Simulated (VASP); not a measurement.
**TiTe2: single point with LDA**

TiTe2:

```
Te Ti
1.0
     3.69990    0.00000    0.00000
    -1.84995    3.20420    0.00000
     0.00000    0.00000    6.36535
Te Ti
2 1
Direct
  0.33333 0.66667 0.73720
  0.66667 0.33333 0.26280
  0.00000 0.00000 0.00000
```

This cell differs from its parent crystal: volume scaled by 0.94.

```json
{"Program": "VASP 6.6.1", "Task": "single point", "Functional": "LDA", "Potentials or basis": "VASP PAW LDA potentials, release 64 (Te, Ti_sv)", "Cutoff": "520 eV", "k mesh": "8 × 8 × 4", "Occupations": "fermi-dirac, width 0.05 eV", "Spin": "no spin polarisation"}
```

The pressure is 0.0 GPa. The largest force is 0.252 eV/Å. The band gap on the k mesh is zero (band 12 reaches 7.79 eV, above the bottom of band 13 at 7.02 eV).

Forces on the atoms (eV/Å):
```
Te   0.000  0.000 -0.252
Te   0.000  0.000  0.252
Ti   0.000  0.000  0.000
```

Stress tensor (GPa, compression positive):
```
-0.19  0.00  0.00
 0.00 -0.19  0.00
 0.00  0.00  0.46
```

Levels at points of the mesh, in eV from the Fermi level:
| k point | band 8 | band 9 | band 10 | band 11 | band 12 | band 13 | band 14 | band 15 | band 16 | band 17 |
| --- | --- | --- | --- | --- | --- | --- | --- | --- | --- | --- |
| (0.00, 0.00, 0.00) | -1.73 | -1.73 | 0.31 | 0.41 | 0.41 | 0.76 | 1.28 | 1.28 | 3.36 | 3.36 |
| (0.50, 0.00, 0.00) | -3.85 | -2.83 | -2.52 | -1.80 | -1.12 | 0.02 | 1.25 | 1.60 | 2.58 | 3.70 |
| (0.00, 0.00, 0.50) | -2.79 | -1.66 | -1.66 | 0.40 | 0.40 | 0.92 | 0.92 | 1.16 | 3.86 | 3.86 |
| (0.50, 0.00, 0.50) | -4.80 | -2.52 | -2.10 | -0.89 | -0.53 | -0.35 | 1.24 | 1.58 | 2.84 | 3.88 |

It took 55 s on 1 thread of Intel(R) Xeon(R) Platinum 8259CL CPU @ 2.50GHz (Skylake/Cascade Lake), with other jobs on the host, peak memory 0.19 GiB.

Caveat: spin-orbit coupling is left out, which moves the levels of the heavy elements.
